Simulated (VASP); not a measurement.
# Ga2Mo (P6/mmm) in VASP: notebook

Ga2Mo is run at these levels: PBE; tasks: relaxation of cell and atoms, single point.

Everything below comes from runs of VASP 6.6.1. Logs are shortened: lines on timing, memory, paths and dates and some standing lists are left out, and cuts for length are marked.

## 1. The cell of the first run

It takes space group P6/mmm (No. 191, hexagonal). The conventional cell has a = 4.508 Å, b = 4.508 Å, c = 2.866 Å, α = 90.00°, β = 90.00°, γ = 120.00°. Within 3.4 Å of Ga (site symmetry -6m2) lie 5 Ga at 2.60 to 2.87 Å and 6 Mo at 2.97 Å. Mo (site symmetry 6/mmm) has 2 Mo at 2.87 Å and 12 Ga at 2.97 Å within 3.8 Å.

## 2. Relaxation of cell and atoms, PBE

Contents of INCAR:

```
ALGO     = Normal         # electronic algorithm
EDIFF    = 1E-7           # SCF threshold, eV
EDIFFG   = -0.04          # ionic threshold
ENCUT    = 600            # plane-wave cutoff, eV
GGA      = PE             # functional
IBRION   = 2              # ionic algorithm
ISIF     = 3              # what is computed and relaxed
ISMEAR   = 0              # smearing method
LASPH    = T              # aspherical terms in the spheres
LCHARG   = F              # write CHGCAR
LREAL    = F              # projectors in reciprocal space
LWAVE    = F              # write WAVECAR
NELM     = 60             # most SCF steps
NSW      = 90             # ionic steps
PREC     = Accurate       # precision mode
SIGMA    = 0.1            # smearing width, eV
```

Contents of KPOINTS:

```
k-points
0
Gamma
  6 6 6
```

Contents of POSCAR:

```
Ga2Mo
1.0
    4.5078758687      0.0000000000      0.0000000000
   -2.2539379344      3.9039350195      0.0000000000
    0.0000000000      0.0000000000      2.8656140924
Ga Mo
2 1
Direct
    0.3333333333      0.6666666667      0.5000000000
    0.6666666667      0.3333333333      0.5000000000
    0.0000000000      0.0000000000      0.0000000000
```

Potentials or basis: VASP PAW PBE potentials, release 64 (Ga_d, Mo_sv).

Launch:

```bash
$ cat potpaw_PBE.64/Ga_d/POTCAR potpaw_PBE.64/Mo_sv/POTCAR > POTCAR
$ mpirun -np 1 vasp_std > vasp.out
```

OUTCAR:

```text
EDIFF = 1E-7
   EDIFFG = -0.04
   ENCUT = 600
   GGA = PE
   IBRION = 2
   ISIF = 3
   ISMEAR = 0
   LASPH = T
   LREAL = F
   NELM = 60
   NSW = 90
   PREC = Accurate

 ion  position               nearest neighbor table
   1  0.333  0.667  0.500-   2 2.60   2 2.60   2 2.60   3 2.97   3 2.97   3 2.97   3 2.97   3 2.97
                             3 2.97
   2  0.667  0.333  0.500-   1 2.60   1 2.60   1 2.60   3 2.97   3 2.97   3 2.97   3 2.97   3 2.97
                             3 2.97
   3  0.000  0.000  0.000-   1 2.97   2 2.97   1 2.97   2 2.97   2 2.97   2 2.97   1 2.97   1 2.97
                             2 2.97   2 2.97   1 2.97   1 2.97

  LATTYP: Found a hexagonal cell.
 ALAT       =     4.5078758687
 C/A-ratio  =     0.6356905505

  Lattice vectors:

 A1 = (   4.5078758687,   0.0000000000,   0.0000000000)
 A2 = (  -2.2539379344,   3.9039350195,   0.0000000000)
 A3 = (   0.0000000000,   0.0000000000,   2.8656140924)

Analysis of symmetry for initial positions (statically):
=====================================================================
 Subroutine PRICEL returns:
 Original cell was already a primitive cell.

 Routine SETGRP: Setting up the symmetry group for a
 hexagonal supercell.

 Subroutine GETGRP returns: Found 24 space group operations
 (whereof 24 operations were pure point group operations)
 out of a pool of 24 trial point group operations.

The static configuration has the point symmetry D_6h.

Analysis of symmetry for dynamics (positions and initial velocities):
=====================================================================
 Subroutine PRICEL returns:
 Original cell was already a primitive cell.

 Routine SETGRP: Setting up the symmetry group for a
 hexagonal supercell.

 Subroutine GETGRP returns: Found 24 space group operations
 (whereof 24 operations were pure point group operations)
 out of a pool of 24 trial point group operations.

The dynamic configuration has the point symmetry D_6h.

 Subroutine INISYM returns: Found 24 space group operations
 (whereof 24 operations are pure point group operations),
 and found     1 'primitive' translations

----------------------------------------------------------------------------------------

                                     Primitive cell

  volume of cell :      50.4304

  direct lattice vectors                    reciprocal lattice vectors
     4.507875869  0.000000000  0.000000000     0.221833970  0.128075902  0.000000000
    -2.253937934  3.903935019  0.000000000     0.000000000  0.256151805  0.000000000
     0.000000000  0.000000000  2.865614092     0.000000000  0.000000000  0.348965341

  length of vectors
     4.507875869  4.507875869  2.865614092     0.256151805  0.256151805  0.348965341

  position of ions in fractional coordinates (direct lattice)
     0.333333333  0.666666667  0.500000000
     0.666666667  0.333333333  0.500000000
     0.000000000  0.000000000  0.000000000

  ion indices of the primitive-cell ions
   primitive index   ion index
                 1           1
                 2           2
                 3           3

----------------------------------------------------------------------------------------

 KPOINTS: k-points

Automatic generation of k-mesh.
 Grid dimensions read from file:
 generate k-points for:    6    6    6

 Generating k-lattice:

  Cartesian coordinates                     Fractional coordinates (reciprocal lattice)
     0.036972328  0.021345984  0.000000000     0.166666667  0.000000000  0.000000000
     0.000000000  0.042691967  0.000000000     0.000000000  0.166666667  0.000000000
     0.000000000  0.000000000  0.058160890     0.000000000  0.000000000  0.166666667

  Length of vectors
     0.042691967  0.042691967  0.058160890

  Shift w.r.t. Gamma in fractional coordinates (k-lattice)
     0.000000000  0.000000000  0.000000000

 Subroutine IBZKPT returns following result:
 ===========================================

 Found     28 irreducible k-points:

 Following reciprocal coordinates:
            Coordinates               Weight
  0.000000  0.000000  0.000000      1.000000
  0.166667  0.000000  0.000000      6.000000
  0.333333  0.000000  0.000000      6.000000
  0.500000  0.000000  0.000000      3.000000
  0.166667  0.166667  0.000000      6.000000
  0.333333  0.166667  0.000000     12.000000
[... 16 lines left out ...]
  0.166667  0.000000  0.500000      6.000000
  0.333333  0.000000  0.500000      6.000000
 [... further k-points ...]
   k-points           NKPTS =     28   k-points in BZ     NKDIM =     28   number of bands    NBANDS=     24
   number of dos      NEDOS =    301   number of ions     NIONS =      3
   total plane-waves  NPLWV =  31104
   dimension x,y,z NGX =    36 NGY =   36 NGZ =   24
   dimension x,y,z NGXF=    72 NGYF=   72 NGZF=   48
   ions per type =               2   1
   NGX,Y,Z   is equivalent  to a cutoff of  13.28, 13.28, 13.92 a.u.
[... 28 lines left out ...]
   IALGO  =     38    algorithm
   IMIX   =      4    mixing-type and parameters
     AMIX     =   0.40;   BMIX     =  1.00
     AMIX_MAG =   1.60;   BMIX_MAG =  1.00
  volume/ion in A,a.u.               =      16.81       113.44
  Fermi-wavevector in a.u.,A,eV,Ry     =   1.515412  2.863714 31.245423  2.296474
  Thomas-Fermi vector in A             =   2.624939
   LORBIT       =      0    0 simple, 1 ext, 2 COOP (PROOUT), +10 PAW based schemes
   GGA     = PE    functional components
   LHFCALC =     F    Hartree Fock is set to
   AEXX    =    0.0000 exact exchange contribution
   IVDW    =     0    specifies the selected vdW correction
   LEPSILON=     F    determine dielectric tensor
   LRPA    =     F    only Hartree local field effects (RPA)
 conjugate gradient relaxation of ions
 non-spin polarized calculation
 Gauss-broadening in eV      SIGMA  =   0.10
  energy-cutoff  :      600.00
  volume of cell :       50.43
 maximum number of plane-waves:      1709
 NGX is ok and might be reduce to    36
   NGX = 17   NGY = 17   NGZ = 11

--------------------------------------- Ionic step        1  -------------------------------------------

 number of electron      40.0000006 magnetization

 Free energy of the ion-electron system (eV)
  ---------------------------------------------------
  ext. energy  EPLUGINS =         0.00000000
  ---------------------------------------------------
  free energy    TOTEN  =       -16.26086317 eV

  energy without entropy =      -16.24937530  energy(sigma->0) =      -16.25511923

------------------------ aborting loop because EDIFF is reached ----------------------------------------

  FORCE on cell =-STRESS in cart. coord.  units (eV):
  Direction    XX          YY          ZZ          XY          YZ          ZX
  --------------------------------------------------------------------------------------
  -------------------------------------------------------------------------------------
  Total       -2.0604645     -2.0604645     -5.8245370      0.0000000      0.0000000      0.0000000
  in kB      -65.4611281    -65.4611281   -185.0460236      0.0000000      0.0000000      0.0000000
  external PRESSURE =    -105.3227599 kB  Pullay stress =       0.0000000 kB
[... 24 lines left out ...]
--------------------------------------- Ionic step        2  -------------------------------------------

 number of electron      39.9999993 magnetization

 E-fermi :  10.4724     XC(G=0): -12.9940

 val. band max:       10.4521765364   @ k =   0.5000   0.0000   0.3333
 cond. band min:      10.5139038911   @ k =   0.5000   0.0000   0.5000
 fundamental gap:      0.0617273547
 Fermi energy:        10.4724254998

 k-point     1 :       0.0000    0.0000    0.0000
  band No.  band energies     occupation
      1     -50.6509      2.00000
      2     -24.7023      2.00000
      3     -24.7023      2.00000
      4     -24.1663      2.00000
      5      -5.3081      2.00000
      6      -5.0606      2.00000
[... 637 lines left out ...]
     23      13.8518      0.00000
     24      14.4371      0.00000

 [... further k-points ...]

------------------------ aborting loop because EDIFF is reached ----------------------------------------

  FORCE on cell =-STRESS in cart. coord.  units (eV):
  Direction    XX          YY          ZZ          XY          YZ          ZX
  --------------------------------------------------------------------------------------
  -------------------------------------------------------------------------------------
  Total        3.6484369      3.6484369      3.7035285     -0.0000000      0.0000000      0.0000000
  in kB      136.8054249    136.8054249    138.8711972     -0.0000000      0.0000000      0.0000000
  external PRESSURE =     137.4940157 kB  Pullay stress =       0.0000000 kB
[... 172 lines left out ...]
--------------------------------------- Ionic step        7  -------------------------------------------

 number of electron      40.0000003 magnetization

 Free energy of the ion-electron system (eV)
  ---------------------------------------------------
  ext. energy  EPLUGINS =         0.00000000
  ---------------------------------------------------
  free energy    TOTEN  =       -16.52099366 eV

  energy without entropy =      -16.51670542  energy(sigma->0) =      -16.51884954

 E-fermi :   9.4007     XC(G=0): -12.5592

 val. band max:        9.3800967325   @ k =   0.5000   0.0000   0.3333
 cond. band min:       9.4486001385   @ k =   0.1667   0.1667   0.5000
 fundamental gap:      0.0685034060
 Fermi energy:         9.4007219464

 k-point     1 :       0.0000    0.0000    0.0000
  band No.  band energies     occupation
      1     -51.7262      2.00000
      2     -25.7540      2.00000
      3     -25.7540      2.00000
      4     -25.3406      2.00000
      5      -6.1508      2.00000
      6      -5.9453      2.00000
[... 637 lines left out ...]
     23      12.6268      0.00000
     24      13.0386      0.00000

 [... further k-points ...]

------------------------ aborting loop because EDIFF is reached ----------------------------------------

  FORCE on cell =-STRESS in cart. coord.  units (eV):
  Direction    XX          YY          ZZ          XY          YZ          ZX
  --------------------------------------------------------------------------------------
  -------------------------------------------------------------------------------------
  Total        0.0066104      0.0066104      0.0089227     -0.0000000     -0.0000000     -0.0000000
  in kB        0.2292525      0.2292525      0.3094430     -0.0000000     -0.0000000     -0.0000000
  external PRESSURE =       0.2559826 kB  Pullay stress =       0.0000000 kB
[... 18 lines left out ...]
  FREE ENERGIE OF THE ION-ELECTRON SYSTEM (eV)
  ---------------------------------------------------
  free  energy   TOTEN  =       -16.5209936592 eV

  energy  without entropy=      -16.5167054203  energy(sigma->0) =      -16.51884954

 reached required accuracy - stopping structural energy minimisation
```

Wall time 2 min (1 thread of Intel Xeon 6975P-C, shared host); peak memory 0.21 GiB.

Results:

```
Free energy                            : -16.5210 eV
Relaxed volume                         : 15.40 Å³/atom
Relaxed cell                           : a = 4.482 Å, b = 4.482 Å, c = 2.656 Å, α = 90.00°, β = 90.00°, γ = 120.00°
Space group after relaxing (to 0.05 Å) : P6/mmm (No. 191)
Energy gained by relaxing              : 86.7 meV/atom
Ionic steps                            : 7
Pressure after relaxing                : 0.0 GPa
Band gap on the k mesh                 : zero (band 20 reaches 10.42 eV, above the bottom of band 21 at 8.56 eV)
```

The path:
| step | energy change (eV) | largest force (eV/Å) | pressure (GPa) | volume (Å³) |
| --- | --- | --- | --- | --- |
| 1 | 0.0000 | 0.0000 | -10.53 | 50.43 |
| 2 | -0.1223 | 0.0000 | 13.75 | 42.73 |
| 3 | -0.2333 | 0.0000 | 1.71 | 45.56 |
| 4 | -0.2592 | 0.0000 | 0.65 | 46.02 |
| 5 | -0.2596 | 0.0000 | 0.75 | 45.98 |
| 6 | -0.2597 | 0.0000 | -0.66 | 46.41 |
| 7 | -0.2601 | 0.0000 | 0.03 | 46.20 |

Final structure:
```xyz
3
Lattice="4.4819 0.0000 0.0000 -2.2409 3.8814 0.0000 0.0000 0.0000 2.6556" Properties=species:S:1:pos:R:3 pbc="T T T"
Ga    0.0000    2.5876    1.3278
Ga    2.2409    1.2938    1.3278
Mo    0.0000    0.0000    0.0000
```

Levels at points of the mesh, in eV from the Fermi level:
| k point | band 17 | band 18 | band 19 | band 20 | band 21 | band 22 | band 23 | band 24 |
| --- | --- | --- | --- | --- | --- | --- | --- | --- |
| (0.00, 0.00, 0.00) | -4.39 | -3.60 | -2.90 | 1.02 | 1.02 | 1.76 | 1.76 | 4.05 |
| (0.50, 0.00, 0.00) | -4.07 | -3.54 | -2.12 | -1.38 | 1.49 | 1.74 | 2.53 | 6.15 |
| (0.00, 0.00, 0.50) | -3.19 | -3.19 | -0.66 | -0.66 | 1.34 | 1.34 | 1.36 | 3.10 |
| (0.50, 0.00, 0.50) | -3.69 | -3.45 | -3.37 | 0.08 | 0.40 | 1.19 | 2.92 | 3.97 |

Caveat: the k points lie up to 0.39 Å⁻¹ apart in the final cell.

## 3. Single point, PBE

This run uses another cell than the first one, of 15.34 Å³/atom, 0.912 times its volume.

Contents of INCAR:

```
SYSTEM = Ga2Mo
PREC     = Accurate       ! precision mode
ENCUT    = 520            ! plane-wave cutoff, eV
EDIFF    = 1E-6           ! SCF threshold, eV
ISMEAR   = 0              ! smearing method
SIGMA    = 0.1            ! smearing width, eV
LREAL    = .FALSE.        ! projectors in reciprocal space
LASPH    = .TRUE.         ! aspherical terms in the spheres
NELM     = 60             ! most SCF steps
ALGO     = Fast           ! electronic algorithm
ISIF     = 2              ! what is computed and relaxed
LWAVE    = .FALSE.        ! write WAVECAR
LCHARG   = .TRUE.         ! write CHGCAR
GGA      = PE             ! functional
LELF     = .TRUE.         ! ELF
LVHAR    = .TRUE.       
NBANDS   = 27             ! bands
```

Contents of KPOINTS:

```
Automatic mesh
0
G
  12 12 18
  0 0 0
```

Contents of POSCAR:

```
Ga2Mo
1.0
    4.4601996974      0.0000000000      0.0000000000
   -2.2300998487      3.8626462439      0.0000000000
    0.0000000000      0.0000000000      2.6710424169
Ga Mo
2 1
Direct
    0.3333333333      0.6666666667      0.5000000000
    0.6666666667      0.3333333333      0.5000000000
    0.0000000000      0.0000000000      0.0000000000
```

Potentials or basis: VASP PAW PBE potentials, release 64 (Ga_d, Mo_sv).

Launch:

```bash
$ cat potpaw_PBE.64/Ga_d/POTCAR potpaw_PBE.64/Mo_sv/POTCAR > POTCAR
$ mpirun -np 1 vasp_std > vasp.out
```

It took 2.2 min on 1 thread of Intel Xeon 6975P-C, shared host; peak memory 0.33 GiB.

It converged, with:

| Property | Result |
| --- | --- |
| Free energy | -16.5073 eV |
| Pressure | 0.3 GPa |
| Band gap on the k mesh | zero (band 20 reaches 10.54 eV, above the bottom of band 21 at 8.01 eV) |

Levels at points of the mesh, in eV from the Fermi level:
```tsv
k point	band 17	band 18	band 19	band 20	band 21	band 22	band 23	band 24
(0.00, 0.00, 0.00)	-4.36	-3.41	-2.77	1.13	1.13	1.80	1.80	4.14
(0.50, 0.00, 0.00)	-3.93	-3.50	-1.99	-1.31	1.50	1.78	2.67	6.32
(0.00, 0.00, 0.50)	-3.08	-3.08	-0.66	-0.66	1.32	1.32	1.44	3.15
(0.50, 0.00, 0.50)	-3.75	-3.47	-3.37	0.11	0.45	1.33	2.95	4.05
```

## 4. Relaxation of cell and atoms, PBE

This run uses another cell than the first one, of 15.37 Å³/atom, 0.914 times its volume.

Contents of INCAR:

```
ALGO     = Fast           # electronic algorithm
EDIFF    = 1E-6           # SCF threshold, eV
EDIFFG   = -0.01          # ionic threshold
ENCUT    = 600            # plane-wave cutoff, eV
GGA      = PE             # functional
IBRION   = 2              # ionic algorithm
ISIF     = 3              # what is computed and relaxed
ISMEAR   = 0              # smearing method
LASPH    = T              # aspherical terms in the spheres
LCHARG   = F              # write CHGCAR
LREAL    = F              # projectors in reciprocal space
LWAVE    = F              # write WAVECAR
NELM     = 60             # most SCF steps
NSW      = 100            # ionic steps
PREC     = Accurate       # precision mode
SIGMA    = 0.1            # smearing width, eV
```

Contents of KPOINTS:

```
k-points
0
Gamma
  12 12 18
```

Contents of POSCAR:

```
Ga2Mo
1.0
    4.4789591768      0.0000000000      0.0000000000
   -2.2394795884      3.8788924296      0.0000000000
    0.0000000000      0.0000000000      2.6538949674
Ga Mo
2 1
Direct
    0.3333333333      0.6666666667      0.5000000000
    0.6666666667      0.3333333333      0.5000000000
    0.0000000000      0.0000000000      0.0000000000
```

Launch:

```bash
$ cat potpaw_PBE.64/Ga_d/POTCAR potpaw_PBE.64/Mo_sv/POTCAR > POTCAR
$ mpirun -np 1 vasp_std > vasp.out
```

Wall time 8.8 min (1 thread of Intel Xeon 6975P-C, shared host); peak memory 0.38 GiB.

The run converged. Its results:

| Quantity | Value |
| --- | --- |
| Free energy | -16.5071 eV |
| Energy gained by relaxing | 0.7 meV/atom |
| Ionic steps | 5 |
| Pressure after relaxing | 0.1 GPa |
| Band gap on the k mesh | zero (band 20 reaches 10.51 eV, above the bottom of band 21 at 7.99 eV) |

The path:
| step | energy change (eV) | largest force (eV/Å) | pressure (GPa) | volume (Å³) |
| --- | --- | --- | --- | --- |
| 1 | 0.0000 | 0.0000 | 0.29 | 46.11 |
| 2 | -0.0018 | 0.0000 | -0.55 | 46.29 |
| 3 | -0.0019 | 0.0000 | -0.40 | 46.26 |
| 4 | -0.0021 | 0.0000 | 0.24 | 46.03 |
| 5 | -0.0022 | 0.0000 | 0.06 | 46.11 |

Final structure:
```
Ga Mo
1.0
     4.46385    0.00000    0.00000
    -2.23192    3.86581    0.00000
     0.00000    0.00000    2.67199
Ga Mo
2 1
Cartesian
  0.0000 2.5772 1.3360
  2.2319 1.2886 1.3360
  0.0000 0.0000 0.0000
```

Levels at points of the mesh, in eV from the Fermi level:
```csv
k point,band 17,band 18,band 19,band 20,band 21,band 22,band 23,band 24
"(0.00, 0.00, 0.00)",-4.35,-3.41,-2.77,1.12,1.12,1.80,1.80,4.13
"(0.50, 0.00, 0.00)",-3.92,-3.49,-1.98,-1.31,1.50,1.78,2.65,6.31
"(0.00, 0.00, 0.50)",-3.07,-3.07,-0.65,-0.65,1.32,1.32,1.44,3.13
"(0.50, 0.00, 0.50)",-3.75,-3.46,-3.37,0.11,0.45,1.32,2.94,4.04
```

## 5. The runs side by side

```tsv
task	cell	k mesh	cutoff (eV)	gap on the mesh (eV)	pressure (GPa)	relaxed volume (Å³/atom)
relaxation of cell and atoms	relaxed from a = 4.508, b = 4.508, c = 2.866 Å, angles 90.0, 90.0, 120.0°, 3 atoms	6 × 6 × 6	600	none	0.0	15.40
single point	a = 4.460, b = 4.460, c = 2.671 Å, angles 90.0, 90.0, 120.0°, 3 atoms	12 × 12 × 18	520	none	0.3	-
relaxation of cell and atoms	relaxed from a = 4.479, b = 4.479, c = 2.654 Å, angles 90.0, 90.0, 120.0°, 3 atoms	12 × 12 × 18	600	none	0.1	15.37
```

Alike in all rows: level PBE; potentials or basis VASP PAW PBE potentials, release 64 (Ga_d, Mo_sv); no spin polarisation; smearing gaussian 0.1 eV.

Caveats: some runs use coarse meshes.

Absolute energies hang on the potentials; compare differences alone.
